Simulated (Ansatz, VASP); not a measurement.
## Two plane-wave programs on Ag

```
Ag
1.0
     1.46778    0.84743    7.18332
    -1.46778    0.84743    7.18332
     0.00000   -1.69485    7.18332
Ag
3
Direct
  0.00000 0.00000 0.00000
  0.77771 0.77771 0.77771
  0.22229 0.22229 0.22229
```

Alike in both runs: functional PBE; k mesh 18 × 18 × 18; occupations gaussian, width 0.1 eV; no spin polarisation.

Ansatz relaxed the structure, and its values are those at the end. VASP's run is a single point on that final structure, the one shown.

```csv
,VASP,Ansatz
version,VASP 6.6.1,Ansatz 0.2.0
potentials or method,"VASP PAW PBE potentials, release 64 (Ag), cutoff 520 eV","scalar-relativistic, plane waves, PAW"
valence electrons in the cell,33,57
```

|  | VASP | Ansatz | Ansatz less VASP |
| --- | --- | --- | --- |
| gap on the k mesh at the Fermi level (eV) | none | none | - |
| pressure (GPa) | -0.1 | 0.0 | +0.11 |

A gap of «none» marks a metal or a gap that the smearing closes. VASP's potentials hold 33 valence electrons a cell and Ansatz's 57, so a difference there can come from the potentials and not from the codes.
